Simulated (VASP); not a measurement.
A run of VASP 6.6.1:

INCAR

```
  PREC = Accurate
  ENCUT = 520
  EDIFF = 1E-6
  ISMEAR = -1
  SIGMA = 0.1
  LREAL = F
  LASPH = T
  NELM = 80
  ALGO = Normal
  ISIF = 2
  LWAVE = F
  LCHARG = F
  GGA = PS
  NBANDS = 15
```

Contents of KPOINTS:

```
regular mesh
0
Gamma
  11 11 11
```

The input POSCAR:

```
Os
1.0
    0.0000000000      2.7512045194      2.7512045194
    2.7512045194      0.0000000000      2.7512045194
    2.7512045194      2.7512045194      0.0000000000
Os
2
Direct
    0.1250000000      0.1250000000      0.1250000000
    0.8750000000      0.8750000000      0.8750000000
```

Potentials or basis: VASP PAW PBE potentials, release 64 (Os).

Command:

```console
$ cat potpaw_PBE.64/Os/POTCAR > POTCAR
$ mpirun -np 1 vasp_std > vasp.out
```

Hardware: 1 thread of Intel Xeon 8259CL, on a shared host.

Question: Estimate the wall time of this run.

Answer: It took 44 s on 1 thread of Intel Xeon 8259CL, with other jobs on the host, peak memory 0.18 GiB. Counts: scf iterations 11, k points 56.
